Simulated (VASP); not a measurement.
Set up this calculation in VASP 6.6.1, as the native input.

- Task: single point
- Functional: PBEsol
- Potentials or basis: VASP PAW PBE potentials, release 64 (Ta_pv)
- Cutoff: 520 eV
- k mesh: 20 × 20 × 20
- Occupations: gaussian, width 0.15 eV
- Spin: no spin polarisation
- Dipole correction: no
- Further INCAR settings: ALGO = Fast; EDIFF = 1e-06; NBANDS = 12

The structure of Ta lies in POSCAR:

```
Ta
1.0
   -1.7004250259      1.6402286350      1.8862629302
    1.7004250259     -1.6402286350      1.8862629302
    1.7004250259      1.6402286350     -1.8862629302
Ta
1
Direct
    0.0000000000      0.0000000000      0.0000000000
```

This cell differs from its parent crystal: normal strain along x +0.0367, normal strain along z +0.1500.

One way to write it, as run:

INCAR

```
PREC     = Accurate       # precision mode
ENCUT    = 520            # plane-wave cutoff, eV
EDIFF    = 1E-6           # SCF threshold, eV
ISMEAR   = 0              # smearing method
SIGMA    = 0.15           # smearing width, eV
LREAL    = False          # projectors in reciprocal space
LASPH    = True           # aspherical terms in the spheres
NELM     = 80             # most SCF steps
ALGO     = Fast           # electronic algorithm
ISIF     = 2              # what is computed and relaxed
LWAVE    = False          # write WAVECAR
LCHARG   = True           # write CHGCAR
GGA      = PS             # functional
LELF     = True           # ELF
LVHAR    = True         
NBANDS   = 12             # bands
```

KPOINTS

```
regular mesh
0
Gamma
  20 20 20
```

Potentials or basis: VASP PAW PBE potentials, release 64 (Ta_pv).

Launch:

```sh
$ cat potpaw_PBE.64/Ta_pv/POTCAR > POTCAR
$ mpirun -np 1 vasp_std > vasp.out
```

Results of the run:

- Pressure: -25.1 GPa
- Band gap on the k mesh: zero (an odd number of electrons rules out a gap without spin polarisation)

Caveat: the cell differs from its parent crystal (normal strain along x +0.0367, normal strain along z +0.1500); the stress differs along the axes, from -29 to -22 GPa; the PAW data sets were made with another functional, which shifts forces and pressure a little; spin-orbit coupling is left out, which moves the levels of the heavy elements.

Wall time 120 s on 1 thread of AMD EPYC 9R45 96-Core Processor (Zen 5) (shared host), peak memory 0.35 GiB.
